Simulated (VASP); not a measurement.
Crystal: WS2.

```
W S
1.0
     1.57900    0.91164    6.16333
    -1.57900    0.91164    6.16333
     0.00000   -1.82327    6.16333
W S
1 2
Direct
  0.00000 0.00000 0.00000
  0.75030 0.75030 0.75030
  0.58100 0.58100 0.58100
```

```yaml
Program: VASP 6.6.1
Task: relaxation of cell and atoms
Functional: PBE
Dispersion: D3(BJ)
Potentials_or_basis: VASP PAW PBE potentials, release 64 (W_sv, S)
Cutoff: 600 eV
k_mesh: 9 × 9 × 9
Occupations: gaussian, width 0.1 eV
Spin: no spin polarisation
```

At the start: pressure 0.6 GPa; volume 17.74 Å³/atom.

Question: Where does the relaxation end?

Answer: Over 11 steps the energy falls by 3.7 meV/atom and the volume is 17.41 Å³/atom (-1.9 %); space group R3m (No. 160, to 0.05 Å).

The path:
| step | energy change (eV) | largest force (eV/Å) | pressure (GPa) | volume (Å³) |
| --- | --- | --- | --- | --- |
| 1 | 0.0000 | 0.6095 | 0.56 | 53.23 |
| 2 | 0.0073 | 0.8154 | -1.96 | 53.71 |
| 3 | -0.0067 | 0.0520 | -0.53 | 53.42 |
| 4 | -0.0072 | 0.1775 | 0.40 | 53.05 |
| 5 | -0.0073 | 0.1432 | 0.17 | 53.14 |
| 6 | -0.0080 | 0.1137 | 0.12 | 53.02 |
| 7 | -0.0094 | 0.0260 | 0.19 | 52.66 |
| 8 | -0.0088 | 0.1469 | 0.27 | 51.94 |
| 9 | -0.0097 | 0.0340 | 0.22 | 52.40 |
| 10 | -0.0105 | 0.0330 | 0.03 | 52.35 |
| 11 | -0.0111 | 0.0443 | -0.30 | 52.24 |

Final structure:
```yaml
crystal:
  lattice:
    - [1.57939, 0.91186, 6.04554]
    - [-1.57939, 0.91186, 6.04554]
    - [0.00000, -1.82372, 6.04554]
  atoms:
    - { symbol: W, position: [0.99933, 0.99933, 0.99933] }
    - { symbol: S, position: [0.75278, 0.75278, 0.75278] }
    - { symbol: S, position: [0.57919, 0.57919, 0.57919] }
```

Caveat: the relaxation stopped at a loose force limit of 0.05 eV/Å, so its end isn't a converged minimum.
